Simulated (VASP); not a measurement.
Write the native input for VASP 6.6.1 that does the following.

```
Task                   : electric field gradients
Functional             : LDA
Potentials or basis    : VASP PAW LDA potentials, release 64 (Al)
Cutoff                 : 520 eV
k mesh                 : 17 × 17 × 17
Occupations            : fermi-dirac, width 0.03 eV
Spin                   : no spin polarisation
Dipole correction      : no
Further INCAR settings : ALGO = Normal; EDIFF = 1e-08; NBANDS = 8
```

The structure of Al lies in POSCAR:

```
Al
1.0
    0.0000000000      1.9826626923      1.9826626923
    1.9826626923      0.0000000000      1.9826626923
    1.9826626923      1.9826626923      0.0000000000
Al
1
Direct
    0.0000000000      0.0000000000      0.0000000000
```

These files were run (other wordings do the same):

INCAR

```
ALGO = Normal
EDIFF = 1E-8
ENCUT = 520
GGA = CA
ISIF = 2
ISMEAR = -1
LASPH = True
LCHARG = False
LEFG = True
LREAL = False
LWAVE = False
NBANDS = 8
NELM = 100
PREC = Accurate
SIGMA = 0.03
```

KPOINTS

```
k-points
0
Gamma
  17 17 17
```

Potentials or basis: VASP PAW LDA potentials, release 64 (Al).

Command:

```sh
$ cat potpaw_LDA.64/Al/POTCAR > POTCAR
$ mpirun -np 1 vasp_std > vasp.out
```

It gave:

- Pressure: 1.2 GPa
- Band gap on the k mesh: zero (an odd number of electrons rules out a gap without spin polarisation)
- Largest electric field gradient by atom: zero within the noise of the run

Run time: 17 s on 1 thread of Intel Xeon 8259CL, on a shared host, peak memory 0.13 GiB.
